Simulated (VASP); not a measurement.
# Sr2Be3Fe in VASP: single point with PBE

Aim: the single point of Sr2Be3Fe with PBE.

Program: VASP 6.6.1. These are calculated values, not measurements. Logs are shortened: lines on timing, memory, paths and dates and some standing lists are left out, and cuts for length are marked.

**1. The cell of the first run**

The cell holds a disordered packing, 12 atoms: a = 7.193 Å, b = 5.835 Å, c = 7.678 Å, α = 102.02°, β = 71.92°, γ = 91.22°.

**2. Single point, PBE**

Contents of INCAR:

```
PREC = Accurate
ENCUT = 520
EDIFF = 1E-7
ISMEAR = -1
SIGMA = 0.1
LREAL = F
LASPH = T
NELM = 60
ALGO = Normal
ISIF = 2
LWAVE = F
LCHARG = F
GGA = PE
NBANDS = 46
```

Contents of KPOINTS:

```
Automatic mesh
0
Gamma
  3 3 3
```

Contents of POSCAR:

```
Sr2Be3Fe
1.0
    7.1150420000     -0.0541930000      1.0559150000
   -0.0431020000      5.8290090000     -0.2553870000
    1.2922860000     -1.2640380000      7.4620980000
Sr Fe Be
4 2 6
Direct
    0.0298900000      0.7987120000      0.5749970000
    0.1277960000      0.0384860000      0.0064100000
    0.8611830000      0.5099060000      0.9492510000
    0.5394410000      0.6352650000      0.4176610000
    0.2031030000      0.2981900000      0.5664780000
    0.5517640000      0.2379150000      0.6477400000
    0.6850080000      0.0507170000      0.8694790000
    0.9125240000      0.3773500000      0.3599150000
    0.4452700000      0.6504770000      0.0171600000
    0.6555400000      0.9960100000      0.1655570000
    0.3234000000      0.9659490000      0.2734330000
    0.8277040000      0.0005370000      0.3689300000
```

Potentials or basis: VASP PAW PBE potentials, release 64 (Sr_sv, Fe, Be).

Started as:

```console
> cat potpaw_PBE.64/Sr_sv/POTCAR potpaw_PBE.64/Fe/POTCAR potpaw_PBE.64/Be/POTCAR > POTCAR
> mpirun -np 1 vasp_std > vasp.out
```

OUTCAR:

```text
PREC = Accurate
   ENCUT = 520
   EDIFF = 1E-7
   ISMEAR = -1
   LREAL = F
   LASPH = T
   NELM = 60
   ISIF = 2
   GGA = PE

 ion  position               nearest neighbor table
   1  0.030  0.799  0.575-  12 2.88   8 2.93  11 2.93   7 2.95   5 3.15   5 3.18   3 3.51   4 3.57
                             2 3.59   4 4.10   3 4.48   2 4.70
   2  0.128  0.038  0.006-  11 2.92   8 2.99  12 2.99  10 3.26   9 3.28   3 3.56   1 3.59   3 3.62
                             7 3.66   6 3.77   5 3.87   1 4.70   4 4.72
   3  0.861  0.510  0.949-   7 2.97   9 2.98  10 3.11   5 3.22   1 3.51   8 3.53   4 3.55   2 3.56
                             2 3.62   7 3.66   6 3.79   1 4.48
   4  0.539  0.635  0.418-  12 2.94   8 2.97  11 3.07  10 3.08   5 3.17   6 3.21   9 3.37   3 3.55
                             1 3.57   6 3.60   1 4.10   2 4.72
   5  0.203  0.298  0.566-  11 2.57   6 2.81   1 3.15   4 3.17   1 3.18   3 3.22   2 3.87
   6  0.552  0.238  0.648-  12 2.59   7 2.62   5 2.81   4 3.21   4 3.60   2 3.77   3 3.79
   7  0.685  0.051  0.869-  10 2.31   6 2.62   1 2.95   3 2.97   2 3.66   3 3.66
   8  0.913  0.377  0.360-  12 2.28   1 2.93   4 2.97   2 2.99   3 3.53
   9  0.445  0.650  0.017-  11 2.35   3 2.98   2 3.28   4 3.37
  10  0.656  0.996  0.166-  12 2.27  11 2.29   7 2.31   4 3.08   3 3.11   2 3.26
  11  0.323  0.966  0.273-  10 2.29   9 2.35   5 2.57   2 2.92   1 2.93   4 3.07
  12  0.828  0.001  0.369-  10 2.27   8 2.28   6 2.59   1 2.88   4 2.94   2 2.99

  LATTYP: Found a triclinic cell.
 ALAT       =     9.1652430560
 B/A-ratio  =     1.3739723915
 C/A-ratio  =     0.9537261800
 COS(alpha) =     0.0111586856
 COS(beta)  =     0.5371865251
 COS(gamma) =     0.7955109272

  Lattice vectors:

 A1 = (   7.0719400000,   5.7748160000,   0.8005280000)
 A2 = (   8.3642260000,   4.5107780000,   8.2626260000)
 A3 = (   5.8227560000,   1.2098450000,  -6.4061830000)

Analysis of symmetry for initial positions (statically):
=====================================================================
 Subroutine PRICEL returns:
 Original cell was already a primitive cell.

 Routine SETGRP: Setting up the symmetry group for a
 triclinic supercell.

 Subroutine GETGRP returns: Found  1 space group operations
 (whereof  1 operations were pure point group operations)
 out of a pool of  2 trial point group operations.

The static configuration has the point symmetry C_1 .

Analysis of symmetry for dynamics (positions and initial velocities):
=====================================================================
 Subroutine PRICEL returns:
 Original cell was already a primitive cell.

 Routine SETGRP: Setting up the symmetry group for a
 triclinic supercell.

 Subroutine GETGRP returns: Found  1 space group operations
 (whereof  1 operations were pure point group operations)
 out of a pool of  2 trial point group operations.

The dynamic configuration has the point symmetry C_1 .

 Subroutine INISYM returns: Found  1 space group operations
 (whereof  1 operations are pure point group operations),
 and found     1 'primitive' translations

----------------------------------------------------------------------------------------

                                     Primitive cell

  volume of cell :     299.2876

  direct lattice vectors                    reciprocal lattice vectors
     7.115042000 -0.054193000  1.055915000     0.144255298 -0.000028072 -0.024986885
    -0.043102000  5.829009000 -0.255387000    -0.003108459  0.172839108  0.029816309
     1.292286000 -1.264038000  7.462098000    -0.020519054  0.005919314  0.138566758

  length of vectors
     7.193171486  5.834760169  7.677936033     0.146403334  0.175419589  0.140202768

  position of ions in fractional coordinates (direct lattice)
     0.029890000  0.798712000  0.574997000
     0.127796000  0.038486000  0.006410000
     0.861183000  0.509906000  0.949251000
     0.539441000  0.635265000  0.417661000
     0.203103000  0.298190000  0.566478000
     0.551764000  0.237915000  0.647740000
     0.685008000  0.050717000  0.869479000
     0.912524000  0.377350000  0.359915000
     0.445270000  0.650477000  0.017160000
     0.655540000  0.996010000  0.165557000
     0.323400000  0.965949000  0.273433000
     0.827704000  0.000537000  0.368930000

  ion indices of the primitive-cell ions
   primitive index   ion index
                 1           1
                 2           2
                 3           3
                 4           4
                 5           5
                 6           6
                 7           7
                 8           8
                 9           9
                10          10
                11          11
                12          12

----------------------------------------------------------------------------------------

 KPOINTS: Automatic mesh

Automatic generation of k-mesh.
 Grid dimensions read from file:
 generate k-points for:    3    3    3

 Generating k-lattice:

  Cartesian coordinates                     Fractional coordinates (reciprocal lattice)
     0.048085099 -0.000009357 -0.008328962     0.333333333 -0.000000000  0.000000000
    -0.001036153  0.057613036  0.009938770     0.000000000  0.333333333 -0.000000000
    -0.006839685  0.001973105  0.046188919     0.000000000 -0.000000000  0.333333333

  Length of vectors
     0.048801111  0.058473196  0.046734256

  Shift w.r.t. Gamma in fractional coordinates (k-lattice)
     0.000000000  0.000000000  0.000000000

 Subroutine IBZKPT returns following result:
 ===========================================

 Found     14 irreducible k-points:

 Following reciprocal coordinates:
            Coordinates               Weight
  0.000000  0.000000  0.000000      1.000000
  0.333333  0.000000 -0.000000      2.000000
  0.000000  0.333333 -0.000000      2.000000
  0.333333  0.333333  0.000000      2.000000
 -0.333333  0.333333  0.000000      2.000000
  0.000000  0.000000  0.333333      2.000000
  0.333333  0.000000  0.333333      2.000000
 -0.333333  0.000000  0.333333      2.000000
  0.000000  0.333333  0.333333      2.000000
  0.333333  0.333333  0.333333      2.000000
 -0.333333  0.333333  0.333333      2.000000
  0.000000 -0.333333  0.333333      2.000000
  0.333333 -0.333333  0.333333      2.000000
 -0.333333 -0.333333  0.333333      2.000000
   k-points           NKPTS =     14   k-points in BZ     NKDIM =     14   number of bands    NBANDS=     46
   number of dos      NEDOS =    301   number of ions     NIONS =     12
   total plane-waves  NPLWV = 155520
   dimension x,y,z NGX =    54 NGY =   48 NGZ =   60
   dimension x,y,z NGXF=   108 NGYF=   96 NGZF=  120
   ions per type =               4   2   6
   NGX,Y,Z   is equivalent  to a cutoff of  12.48, 13.68, 12.99 a.u.
   NGXF,Y,Z  is equivalent  to a cutoff of  24.96, 27.35, 25.98 a.u.
 SYSTEM =  unknown system
   PREC   = accura    normal or accurate (medium, high low for compatibility)
   ISTART =      0    job   : 0-new  1-cont  2-samecut
   ICHARG =      2    charge: 1-file 2-atom 10-const
   ISPIN  =      1    spin polarized calculation?
   LNONCOLLINEAR =      F non collinear calculations
   LSORBIT =      F    spin-orbit coupling
   LASPH  =      T    aspherical Exc in radial PAW
   ENCUT  =  520.0 eV  38.22 Ry    6.18 a.u.  13.37 10.85 14.28*2*pi/ulx,y,z
   NELM   =     60;   NELMIN=  2; NELMDL= -5     # of ELM steps
   EDIFF  = 0.1E-06   stopping-criterion for ELM
   LREAL  =      F    real-space projection
   EDIFFG = 0.1E-05   stopping-criterion for IOM
   NSW    =      0    number of steps for IOM
   IBRION =     -1    ionic relax: 0-MD 1-quasi-New 2-CG
   NFREE  =      0    steps in history (QN), initial steepest desc. (CG)
   ISIF   =      2    stress and relaxation
   ISYM   =      2    0-nonsym 1-usesym 2-fastsym
   POTIM  = 0.5000    time-step for ionic-motion
   TEBEG  =    0.0;   TEEND  =   0.0 temperature during run
   PSTRESS=    0.0 pullay stress
   NELECT =      68.0000    total number of electrons
   NUPDOWN=      -1.0000    fix difference up-down
   EMIN   =  10.00;   EMAX   =-10.00  energy-range for DOS
   EFERMI =   0.00;   METHOD = LEGACY
   ISMEAR =    -1;   SIGMA  =   0.10  broadening in eV -4-tet -1-fermi 0-gaus
   EFERMI_NEDOS =   21; number of points for ismear=-14 and -15
   IALGO  =     38    algorithm
   IMIX   =      4    mixing-type and parameters
     AMIX     =   0.40;   BMIX     =  1.00
     AMIX_MAG =   1.60;   BMIX_MAG =  1.00
  volume/ion in A,a.u.               =      24.94       168.31
  Fermi-wavevector in a.u.,A,eV,Ry     =   0.998960  1.887761 13.577550  0.997922
  Thomas-Fermi vector in A             =   2.131219
   LORBIT       =      0    0 simple, 1 ext, 2 COOP (PROOUT), +10 PAW based schemes
   GGA     = PE    functional components
   LHFCALC =     F    Hartree Fock is set to
   AEXX    =    0.0000 exact exchange contribution
   IVDW    =     0    specifies the selected vdW correction
   LEPSILON=     F    determine dielectric tensor
   LRPA    =     F    only Hartree local field effects (RPA)
 non-spin polarized calculation
  energy-cutoff  :      520.00
  volume of cell :      299.29
 maximum number of plane-waves:      8079
 NGX is ok and might be reduce to    54
   NGX = 27   NGY = 21   NGZ = 29

 number of electron      68.0000002 magnetization

 Free energy of the ion-electron system (eV)
  ---------------------------------------------------
  ext. energy  EPLUGINS =         0.00000000
  ---------------------------------------------------
  free energy    TOTEN  =       -32.49240496 eV

  energy without entropy =      -31.93926526  energy(sigma->0) =      -32.21583511

 E-fermi :   1.8266     XC(G=0):  -8.5126

 val. band max:        1.8091451472   @ k =  -0.3333   0.0000   0.3333
 cond. band min:       1.8336667784   @ k =   0.3333   0.0000  -0.0000
 fundamental gap:      0.0245216312
 Fermi energy:         1.8266084221

 k-point     1 :       0.0000    0.0000    0.0000
  band No.  band energies     occupation
      1     -33.8782      2.00000
      2     -33.7720      2.00000
      3     -33.3868      2.00000
      4     -33.3582      2.00000
      5     -16.1463      2.00000
      6     -16.0030      2.00000
[... 38 lines left out ...]
     45       3.9236      0.00000
     46       4.1326      0.00000

 k-point     2 :       0.3333    0.0000   -0.0000
  band No.  band energies     occupation
      1     -33.8781      2.00000
      2     -33.7719      2.00000
      3     -33.3844      2.00000
      4     -33.3606      2.00000
      5     -16.1449      2.00000
      6     -16.0005      2.00000
[... 38 lines left out ...]
     45       3.8913      0.00000
     46       4.1418      0.00000

 k-point     3 :       0.0000    0.3333   -0.0000
  band No.  band energies     occupation
      1     -33.8746      2.00000
      2     -33.7755      2.00000
      3     -33.3867      2.00000
      4     -33.3581      2.00000
      5     -16.1334      2.00000
      6     -16.0406      2.00000
[... 38 lines left out ...]
     45       3.9878      0.00000
     46       4.3014      0.00000

 k-point     4 :       0.3333    0.3333    0.0000
  band No.  band energies     occupation
      1     -33.8746      2.00000
      2     -33.7755      2.00000
      3     -33.3843      2.00000
      4     -33.3606      2.00000
      5     -16.1333      2.00000
      6     -16.0411      2.00000
[... 430 lines left out ...]
     45       4.1625      0.00000
     46       4.3152      0.00000

 k-point    13 :       0.3333   -0.3333    0.3333
  band No.  band energies     occupation
      1     -33.8745      2.00000
      2     -33.7755      2.00000
      3     -33.3837      2.00000
      4     -33.3612      2.00000
      5     -16.1344      2.00000
      6     -16.0383      2.00000
[... 38 lines left out ...]
     45       4.0081      0.00000
     46       4.3322      0.00000

 k-point    14 :      -0.3333   -0.3333    0.3333
  band No.  band energies     occupation
      1     -33.8745      2.00000
      2     -33.7755      2.00000
      3     -33.3844      2.00000
      4     -33.3605      2.00000
      5     -16.1330      2.00000
      6     -16.0392      2.00000
[... 38 lines left out ...]
     45       4.1028      0.00000
     46       4.2461      0.00000

------------------------ aborting loop because EDIFF is reached ----------------------------------------

  FORCE on cell =-STRESS in cart. coord.  units (eV):
  Direction    XX          YY          ZZ          XY          YZ          ZX
  --------------------------------------------------------------------------------------
  -------------------------------------------------------------------------------------
  Total       -8.6688182     -7.2369442    -11.0559873      0.3856811     -4.6128829     -2.6444327
  in kB      -46.4068189    -38.7415622    -59.1860604      2.0646683    -24.6941645    -14.1564518
  external PRESSURE =     -48.1114805 kB  Pullay stress =       0.0000000 kB

 VOLUME and BASIS-vectors are now :
 -----------------------------------------------------------------------------
  energy-cutoff  :      520.00
  volume of cell :      299.29
      direct lattice vectors                 reciprocal lattice vectors
     7.115042000 -0.054193000  1.055915000     0.144255298 -0.000028072 -0.024986885
    -0.043102000  5.829009000 -0.255387000    -0.003108459  0.172839108  0.029816309
     1.292286000 -1.264038000  7.462098000    -0.020519054  0.005919314  0.138566758

 POSITION                                       TOTAL-FORCE (eV/Angst)
 -----------------------------------------------------------------------------------
      0.92130      3.92726      4.11826        -0.004145      0.343662     -0.345742
      0.91590      0.20931      0.17294         1.043119      0.487571     -0.378224
      7.33208      1.72569      7.86252         0.152243     -0.354037     -0.149140
      4.35050      3.14579      3.52399        -0.417161     -0.596719      0.767656
      2.16429      1.01110      4.36542         0.871823     -1.230013     -0.494175
      4.75263      0.53814      5.35535         0.192971     -0.261268     -0.222412
      5.99529     -0.84055      7.19850        -1.289847      0.065122     -0.157200
      6.94150      1.69518      3.55290        -0.017501     -1.040775      0.664016
      3.16225      3.74581      0.43209        -0.221347      0.468663     -0.041451
      4.83521      5.56096      1.67323         0.027324      0.356687     -0.173478
      2.61272      5.26737      2.13518         0.412800      0.707453      0.296839
      6.36589     -0.50807      3.62684        -0.750278      1.053655      0.233311
 -----------------------------------------------------------------------------------
    total drift:                               -0.000106     -0.000070     -0.000425

  FREE ENERGIE OF THE ION-ELECTRON SYSTEM (eV)
  ---------------------------------------------------
  free  energy   TOTEN  =       -32.4924049613 eV

  energy  without entropy=      -31.9392652566  energy(sigma->0) =      -32.21583511
```

It took 10 min on 1 thread of Intel Xeon Platinum 8488C (Sapphire Rapids), shared host; peak memory 0.48 GiB.

Results:

```
Free energy            : -32.4924 eV
Pressure               : -4.8 GPa
Largest force          : 1.587 eV/Å
Band gap on the k mesh : zero (bands 34 and 35 overlap by 0.04 eV)
```

Forces in eV/Å, atoms in the order of the input:
```
Sr  -0.004  0.344 -0.346
Sr   1.043  0.488 -0.378
Sr   0.152 -0.354 -0.149
Sr  -0.417 -0.597  0.768
Fe   0.872 -1.230 -0.494
Fe   0.193 -0.261 -0.222
Be  -1.290  0.065 -0.157
Be  -0.018 -1.041  0.664
Be  -0.221  0.469 -0.041
Be   0.027  0.357 -0.173
Be   0.413  0.707  0.297
Be  -0.750  1.054  0.233
```

Levels at points of the mesh, in eV from the Fermi level:
| k point | band 31 | band 32 | band 33 | band 34 | band 35 | band 36 | band 37 | band 38 |
| --- | --- | --- | --- | --- | --- | --- | --- | --- |
| (0.00, 0.00, 0.00) | -0.31 | -0.25 | -0.18 | -0.07 | 0.01 | 0.16 | 0.26 | 0.43 |

Caveat: the k points lie up to 0.37 Å⁻¹ apart; the run has no spin polarisation, though such a crystal can be magnetic. Spin polarisation is off, so any magnetic state and its effect on volume and gap are missing.
